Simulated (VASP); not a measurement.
# Ti3Al (Pm) in VASP: a series of runs

The runs below take Ti3Al through single point, with LDA.

All numbers are computed with VASP 6.6.1; they aren't measurements. Logs are shortened: lines on timing, memory, paths and dates and some standing lists are left out, and cuts for length are marked.

### 1 The cell of the first run

It takes space group Pm (No. 6, monoclinic). Conventional cell: a = 2.861 Å, b = 9.051 Å, c = 2.861 Å, α = 90.00°, β = 120.00°, γ = 90.00°. Ti (site symmetry m) has 12 Ti at 2.51 to 3.16 Å within 3.3 Å. Ti (site symmetry 1) has 9 Ti at 2.51 to 3.16 Å and 3 Al at 2.77 to 2.86 Å within 3.3 Å. Within 3.6 Å of Al (site symmetry m) lie 6 Ti at 2.77 to 2.86 Å and 6 Al at 2.86 Å.

### 2 Single point, LDA (atoms displaced along several vibrational modes)

INCAR

```
SYSTEM = Ti3Al
PREC = Accurate
ENCUT = 520
EDIFF = 1E-6
ISMEAR = 0
SIGMA = 0.15
LREAL = .False.
LASPH = .True.
NELM = 60
ALGO = Fast
ISIF = 2
LWAVE = .False.
LCHARG = .True.
GGA = CA
LELF = .True.
LVHAR = .True.
NBANDS = 28
```

KPOINTS

```
regular mesh
0
Gamma
  15 15 6
  0 0 0
```

POSCAR

```
Ti3Al
1.0
    2.8609400907      0.0000000000      0.0000000000
   -1.4304700453      2.4776467973      0.0000000000
    0.0000000000      0.0000000000      9.0513401041
Ti Al
3 1
Direct
    0.6543038446      0.4931624100      0.0000000000
    0.3376163125      0.6112954421      0.7515223620
    0.3376163125      0.6112954421      0.2484776380
    0.6734025495      0.2462504708      0.5000000000
```

Potentials or basis: VASP PAW LDA potentials, release 64 (Ti_sv, Al).

Launch:

```sh
cat potpaw_LDA.64/Ti_sv/POTCAR potpaw_LDA.64/Al/POTCAR > POTCAR
mpirun -np 1 vasp_std > vasp.out
```

OUTCAR:

```text
SYSTEM = Ti3Al
   PREC = Accurate
   ENCUT = 520
   EDIFF = 1E-6
   ISMEAR = 0
   LREAL = .False.
   LASPH = .True.
   NELM = 60
   ISIF = 2
   GGA = CA

 ion  position               nearest neighbor table
   1  0.654  0.493  0.000-   2 2.51   3 2.51   2 2.89   3 2.89
   2  0.338  0.611  0.752-   1 2.51   4 2.77   4 2.81   4 2.86   1 2.89
   3  0.338  0.611  0.248-   1 2.51   4 2.77   4 2.81   4 2.86   1 2.89
   4  0.673  0.246  0.500-   2 2.77   3 2.77   2 2.81   3 2.81   2 2.86   3 2.86

  LATTYP: Found a hexagonal cell.
 ALAT       =     2.8609400907
 C/A-ratio  =     3.1637642933

  Lattice vectors:

 A1 = (   2.8609400907,   0.0000000000,   0.0000000000)
 A2 = (  -1.4304700453,   2.4776467973,   0.0000000000)
 A3 = (   0.0000000000,   0.0000000000,   9.0513401041)

Analysis of symmetry for initial positions (statically):
=====================================================================
 Subroutine PRICEL returns:
 Original cell was already a primitive cell.

 Routine SETGRP: Setting up the symmetry group for a
 hexagonal supercell.

 Subroutine GETGRP returns: Found  2 space group operations
 (whereof  2 operations were pure point group operations)
 out of a pool of 24 trial point group operations.

The static configuration has the point symmetry C_1h.

Analysis of symmetry for dynamics (positions and initial velocities):
=====================================================================
 Subroutine PRICEL returns:
 Original cell was already a primitive cell.

 Routine SETGRP: Setting up the symmetry group for a
 hexagonal supercell.

 Subroutine GETGRP returns: Found  2 space group operations
 (whereof  2 operations were pure point group operations)
 out of a pool of 24 trial point group operations.

The dynamic configuration has the point symmetry C_1h.

 Subroutine INISYM returns: Found  2 space group operations
 (whereof  2 operations are pure point group operations),
 and found     1 'primitive' translations

----------------------------------------------------------------------------------------

                                     Primitive cell

  volume of cell :      64.1595

  direct lattice vectors                    reciprocal lattice vectors
     2.860940091  0.000000000  0.000000000     0.349535456  0.201804390  0.000000000
    -1.430470045  2.477646797  0.000000000     0.000000000  0.403608780  0.000000000
     0.000000000  0.000000000  9.051340104     0.000000000  0.000000000  0.110480878

  length of vectors
     2.860940091  2.860940091  9.051340104     0.403608780  0.403608780  0.110480878

  position of ions in fractional coordinates (direct lattice)
     0.654303845  0.493162410  0.000000000
     0.337616313  0.611295442  0.751522362
     0.337616313  0.611295442  0.248477638
     0.673402549  0.246250471  0.500000000

  ion indices of the primitive-cell ions
   primitive index   ion index
                 1           1
                 2           2
                 3           3
                 4           4

----------------------------------------------------------------------------------------

 KPOINTS: regular mesh

Automatic generation of k-mesh.
 Grid dimensions read from file:
 generate k-points for:   15   15    6

 Generating k-lattice:

  Cartesian coordinates                     Fractional coordinates (reciprocal lattice)
     0.023302364  0.013453626  0.000000000     0.066666667  0.000000000  0.000000000
     0.000000000  0.026907252  0.000000000     0.000000000  0.066666667  0.000000000
     0.000000000  0.000000000  0.018413480     0.000000000  0.000000000  0.166666667

  Length of vectors
     0.026907252  0.026907252  0.018413480

  Shift w.r.t. Gamma in fractional coordinates (k-lattice)
     0.000000000  0.000000000  0.000000000

 Subroutine IBZKPT returns following result:
 ===========================================

 Found    452 irreducible k-points:

 Following reciprocal coordinates:
            Coordinates               Weight
  0.000000  0.000000  0.000000      1.000000
  0.066667  0.000000  0.000000      2.000000
  0.000000  0.066667  0.000000      2.000000
 -0.066667  0.066667  0.000000      2.000000
  0.133333  0.000000  0.000000      2.000000
  0.000000  0.133333  0.000000      2.000000
[... 16 lines left out ...]
  0.066667  0.066667  0.000000      2.000000
 -0.066667  0.133333  0.000000      2.000000
 [... further k-points ...]
   k-points           NKPTS =    452   k-points in BZ     NKDIM =    452   number of bands    NBANDS=     28
   number of dos      NEDOS =    301   number of ions     NIONS =      4
   total plane-waves  NPLWV =  40320
   dimension x,y,z NGX =    24 NGY =   24 NGZ =   70
   dimension x,y,z NGXF=    48 NGYF=   48 NGZF=  140
   ions per type =               3   1
   NGX,Y,Z   is equivalent  to a cutoff of  13.95, 13.95, 12.86 a.u.
   NGXF,Y,Z  is equivalent  to a cutoff of  27.89, 27.89, 25.71 a.u.
 SYSTEM =  Ti3Al
   PREC   = accura    normal or accurate (medium, high low for compatibility)
   ISTART =      0    job   : 0-new  1-cont  2-samecut
   ICHARG =      2    charge: 1-file 2-atom 10-const
   ISPIN  =      1    spin polarized calculation?
   LNONCOLLINEAR =      F non collinear calculations
   LSORBIT =      F    spin-orbit coupling
   LASPH  =      T    aspherical Exc in radial PAW
   ENCUT  =  520.0 eV  38.22 Ry    6.18 a.u.   5.32  5.32 16.83*2*pi/ulx,y,z
   NELM   =     60;   NELMIN=  2; NELMDL= -5     # of ELM steps
   EDIFF  = 0.1E-05   stopping-criterion for ELM
   LREAL  =      F    real-space projection
   EDIFFG = 0.1E-04   stopping-criterion for IOM
   NSW    =      0    number of steps for IOM
   IBRION =     -1    ionic relax: 0-MD 1-quasi-New 2-CG
   NFREE  =      0    steps in history (QN), initial steepest desc. (CG)
   ISIF   =      2    stress and relaxation
   ISYM   =      2    0-nonsym 1-usesym 2-fastsym
   POTIM  = 0.5000    time-step for ionic-motion
   TEBEG  =    0.0;   TEEND  =   0.0 temperature during run
   PSTRESS=    0.0 pullay stress
   NELECT =      39.0000    total number of electrons
   NUPDOWN=      -1.0000    fix difference up-down
   EMIN   =  10.00;   EMAX   =-10.00  energy-range for DOS
   EFERMI =   0.00;   METHOD = LEGACY
   ISMEAR =     0;   SIGMA  =   0.15  broadening in eV -4-tet -1-fermi 0-gaus
   EFERMI_NEDOS =   21; number of points for ismear=-14 and -15
   IALGO  =     68    algorithm
   IMIX   =      4    mixing-type and parameters
     AMIX     =   0.40;   BMIX     =  1.00
     AMIX_MAG =   1.60;   BMIX_MAG =  1.00
  volume/ion in A,a.u.               =      16.04       108.24
  Fermi-wavevector in a.u.,A,eV,Ry     =   1.386786  2.620645 26.166378  1.923175
  Thomas-Fermi vector in A             =   2.511069
   LORBIT       =      0    0 simple, 1 ext, 2 COOP (PROOUT), +10 PAW based schemes
   GGA     = CA    functional components
   LHFCALC =     F    Hartree Fock is set to
   AEXX    =    0.0000 exact exchange contribution
   IVDW    =     0    specifies the selected vdW correction
   LEPSILON=     F    determine dielectric tensor
   LRPA    =     F    only Hartree local field effects (RPA)
 non-spin polarized calculation
 RMM-DIIS sequential band-by-band and
 Gauss-broadening in eV      SIGMA  =   0.15
  energy-cutoff  :      520.00
  volume of cell :       64.16
 maximum number of plane-waves:      1756
 NGX is ok and might be reduce to    24
   NGX = 11   NGY = 11   NGZ = 33

 number of electron      39.0000003 magnetization

 Free energy of the ion-electron system (eV)
  ---------------------------------------------------
  ext. energy  EPLUGINS =         0.00000000
  ---------------------------------------------------
  free energy    TOTEN  =       -30.13915457 eV

  energy without entropy =      -30.08010004  energy(sigma->0) =      -30.10962730

 E-fermi :   8.3806     XC(G=0): -11.7343

 val. band max:        8.3789717188   @ k =   0.2667   0.2000   0.1667
 cond. band min:       8.3818412655   @ k =  -0.2000   0.1333   0.0000
 fundamental gap:      0.0028695467
 Fermi energy:         8.3805717507

 k-point     1 :       0.0000    0.0000    0.0000
  band No.  band energies     occupation
      1     -47.4291      2.00000
      2     -47.3761      2.00000
      3     -47.1937      2.00000
      4     -24.5032      2.00000
      5     -24.1328      2.00000
      6     -23.6862      2.00000
[... 20 lines left out ...]
     27      10.9198      0.00000
     28      11.2435      0.00000

 k-point     2 :       0.0667    0.0000    0.0000
  band No.  band energies     occupation
      1     -47.4236      2.00000
      2     -47.3716      2.00000
      3     -47.1903      2.00000
      4     -24.4950      2.00000
      5     -24.1336      2.00000
      6     -23.7100      2.00000
[... 20 lines left out ...]
     27      11.0237      0.00000
     28      11.1998      0.00000

 k-point     3 :       0.0000    0.0667    0.0000
  band No.  band energies     occupation
      1     -47.4242      2.00000
      2     -47.3717      2.00000
      3     -47.1897      2.00000
      4     -24.4968      2.00000
      5     -24.1300      2.00000
      6     -23.6949      2.00000
[... 20 lines left out ...]
     27      11.1369      0.00000
     28      11.1933      0.00000

 k-point     4 :      -0.0667    0.0667    0.0000
  band No.  band energies     occupation
      1     -47.4234      2.00000
      2     -47.3716      2.00000
      3     -47.1905      2.00000
      4     -24.4944      2.00000
      5     -24.1349      2.00000
      6     -23.7139      2.00000
[... 578 lines left out ...]
     27      12.1901      0.00000
     28      12.3422      0.00000

 k-point    23 :       0.0667    0.0667    0.0000
  band No.  band energies     occupation
      1     -47.4144      2.00000
      2     -47.3631      2.00000
      3     -47.1825      2.00000
      4     -24.4833      2.00000
      5     -24.1274      2.00000
      6     -23.7476      2.00000
[... 20 lines left out ...]
     27      11.0224      0.00000
     28      11.3198      0.00000

 k-point    24 :      -0.0667    0.1333    0.0000
  band No.  band energies     occupation
      1     -47.4138      2.00000
      2     -47.3631      2.00000
      3     -47.1830      2.00000
      4     -24.4818      2.00000
      5     -24.1316      2.00000
      6     -23.7494      2.00000
[... 20 lines left out ...]
     27      11.0621      0.00000
     28      11.1548      0.00000

 [... further k-points ...]
[... 5 lines left out ...]
  --------------------------------------------------------------------------------------
  -------------------------------------------------------------------------------------
  Total       -0.5826451     -0.9598942     -0.2531131     -0.4448475      0.0000000      0.0000000
  in kB      -14.5496873    -23.9702691     -6.3206845    -11.1086362      0.0000000      0.0000000
  external PRESSURE =     -14.9468803 kB  Pullay stress =       0.0000000 kB

 VOLUME and BASIS-vectors are now :
 -----------------------------------------------------------------------------
  energy-cutoff  :      520.00
  volume of cell :       64.16
      direct lattice vectors                 reciprocal lattice vectors
     2.860940091  0.000000000  0.000000000     0.349535456  0.201804390  0.000000000
    -1.430470045  2.477646797  0.000000000     0.000000000  0.403608780  0.000000000
     0.000000000  0.000000000  9.051340104     0.000000000  0.000000000  0.110480878

 POSITION                                       TOTAL-FORCE (eV/Angst)
 -----------------------------------------------------------------------------------
      1.16647      1.22188      0.00000         0.625676     -0.301056      0.000000
      0.09146      1.51457      6.80228        -0.292145      0.069713     -0.034207
      0.09146      1.51457      2.24906        -0.292145      0.069713      0.034207
      1.57431      0.61012      4.52567        -0.041386      0.161630      0.000000
 -----------------------------------------------------------------------------------
    total drift:                                0.000365     -0.000280      0.000000

  FREE ENERGIE OF THE ION-ELECTRON SYSTEM (eV)
  ---------------------------------------------------
  free  energy   TOTEN  =       -30.1391545666 eV

  energy  without entropy=      -30.0801000360  energy(sigma->0) =      -30.10962730
```

It took 31 min on 1 thread of Intel Xeon Platinum 8488C (Sapphire Rapids), shared host; peak memory 0.68 GiB.

Results:

- Free energy: -30.1392 eV
- Pressure: -1.5 GPa
- Largest force: 0.694 eV/Å
- Band gap on the k mesh: zero (an odd number of electrons rules out a gap without spin polarisation)

Forces in eV/Å, atoms in the order of the input:
```
Ti   0.626 -0.301  0.000
Ti  -0.292  0.070 -0.034
Ti  -0.292  0.070  0.034
Al  -0.041  0.162  0.000
```

Stress tensor (GPa, compression positive):
```
-1.45 -1.11  0.00
-1.11 -2.40  0.00
 0.00  0.00 -0.63
```

Caveat: the cell differs from its parent crystal (atoms displaced along several vibrational modes).

(Part 1 of 2 ends here.)
